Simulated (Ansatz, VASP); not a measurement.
# One calculation of Pt, two programs

File INCAR:

```
PREC = Accurate
ENCUT = 520
EDIFF = 1E-7
ISMEAR = -1
SIGMA = 0.1
LREAL = False
LASPH = True
NELM = 100
ALGO = Normal
ISIF = 2
LWAVE = False
LCHARG = True
GGA = RP
LELF = True
LVHAR = True
NBANDS = 22
```

The input KPOINTS:

```
Automatic mesh
0
Gamma
  9 9 13
```

The input POSCAR:

```
Pt
1.0
    4.5606734984      0.0000000000      0.0000000000
   -2.2803367492      3.9496591080      0.0000000000
    0.0000000000      0.0000000000      2.7194487910
Pt
3
Direct
    0.0000000000      1.0000000000      0.0000000000
    0.3333333333      0.6666666667      0.5000000000
    0.6666666667      0.3333333333      0.5000000000
```

Input for Ansatz:

```yaml
crystal:
  lattice:
    - [4.5606734984, 0.0, 0.0]
    - [-2.2803367492, 3.949659108, 0.0]
    - [0.0, 0.0, 2.719448791]
  atoms:
    - { symbol: Pt, position: [0.0, 1.0, 0.0] }
    - { symbol: Pt, position: [0.3333333333, 0.6666666667, 0.5] }
    - { symbol: Pt, position: [0.6666666667, 0.3333333333, 0.5] }
hamiltonian:
  xc: rpbe
  pseudopotentials:
    kind: paw
    azcp:
      Pt: "pseudopotentials/Pt.paw.azcp"
basis:
  ecutwfc: 420
  fft_grid_basis: typed
kpoints:
  mp_grid: { grid: [9, 9, 13], shift: [0, 0, 0] }
magnetization:
  spin_polarized: false
scf:
  occupations: { method: fermi_dirac, width: 0.1 }
  lower_state_search: "off"
output:
  stress: true
```

Alike in both runs: task single point; functional RPBE; k mesh 9 × 9 × 13; occupations fermi-dirac, width 0.1 eV; no spin polarisation.

|  | VASP | Ansatz |
| --- | --- | --- |
| version | VASP 6.6.1 | Ansatz 0.2.0 |
| potentials or method | VASP PAW PBE potentials, release 64 (Pt), cutoff 520 eV | plane waves (420 eV) with PAW, scalar-relativistic |
| valence electrons in the cell | 30 | 54 |

|  | VASP | Ansatz | Ansatz less VASP |
| --- | --- | --- | --- |
| pressure (GPa) | -0.5 | 0.0 | +0.50 |
| traceless stress, the component that is largest in VASP (GPa) | 0.50 | 0.52 | +0.013 |

VASP's potentials were made for PBE, not for RPBE. With one functional, cell and mesh, what is left measures potentials, basis and numerics. VASP's potentials hold 30 valence electrons a cell and Ansatz's 54, so a difference there can come from the potentials and not from the codes.

Spin-orbit coupling is off throughout.
